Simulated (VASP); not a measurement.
Runs of VASP 6.6.1 on Ni. The structure is that of space group Fm-3m (No. 225), or close to it. The cells are those of the table. 

```csv
task,level,cell,k mesh,cutoff (eV),smearing,grid for exact exchange (PRECFOCK),share of exact exchange,screening parameter,gap on the mesh (eV),pressure (GPa),moment (μB)
single point,HSE06,"a = 2.489 Å, angles 60.0°, 1 atom",8 × 8 × 8,520,fermi-dirac 0.1 eV,Normal,0.25,0.2079 1/Å,none,-2.7,0.73
single point,PBE,"a = 2.489 Å, angles 60.0°, 1 atom",15 × 15 × 15,520,methfessel-paxton 0.03 eV,-,-,-,none,-0.2,0.64
single point,PBE,"a = 2.489 Å, angles 60.0°, 1 atom",15 × 15 × 15,520,methfessel-paxton 1 eV,-,-,-,none,-1.0,0.43
single point,PBE,"a = 2.489 Å, angles 60.0°, 1 atom",15 × 15 × 15,520,methfessel-paxton 0.6 eV,-,-,-,none,(b),0.68
single point,PBE,"a = 2.489 Å, angles 60.0°, 1 atom",25 × 25 × 25,600,fermi-dirac 0.05 eV,-,-,-,none,-0.4,0.62
relaxation of cell and atoms,PBE,"relaxed from a = 2.492 Å, angles 60.0°, 1 atom",15 × 15 × 15,600,fermi-dirac 0.05 eV,-,-,-,none,0.0,0.64
single point,PBE,"a = 2.455 Å, angles 60.0°, 1 atom",25 × 25 × 25,520,fermi-dirac 0.05 eV,-,-,-,none,(c),0.61
single point,PBE,"a = 2.420 Å, angles 60.0°, 1 atom",25 × 25 × 25,520,fermi-dirac 0.05 eV,-,-,-,none,19.8,0.61
single point,PBE,"a = 2.489 Å, angles 60.0°, 1 atom",15 × 15 × 15,520,methfessel-paxton 0.2 eV,-,-,-,none,-0.2,0.65
single point,PBE,"a = 2.521 Å, angles 60.0°, 1 atom",25 × 25 × 25,520,fermi-dirac 0.05 eV,-,-,-,none,-7.1,0.63
single point,PBE,"a = 2.489 Å, angles 60.0°, 1 atom",15 × 15 × 15,520,methfessel-paxton 0.1 eV,-,-,-,none,-0.2,0.65
single point,PBE,"a = 2.489 Å, angles 60.0°, 1 atom",16 × 16 × 16,520,fermi-dirac 0.05 eV,-,-,-,none,(a),0.60
```

Alike in all rows: potentials or basis VASP PAW PBE potentials, release 64 (Ni); spin collinear, ferromagnetic start.

Problem. Fill in the values left out.

Solution. (a) -0.3; (b) -0.1; (c) 8.6.

Caveats: some runs use coarse meshes; so wide a smearing shifts energies and pressures (at least some runs); the cell stands under pressure (at least some runs); the PAW data sets were made with another functional, which shifts forces and pressure a little (at least some runs); the cell stands under tension (at least some runs).

A gap of «none» marks levels without a gap at the run's occupations.
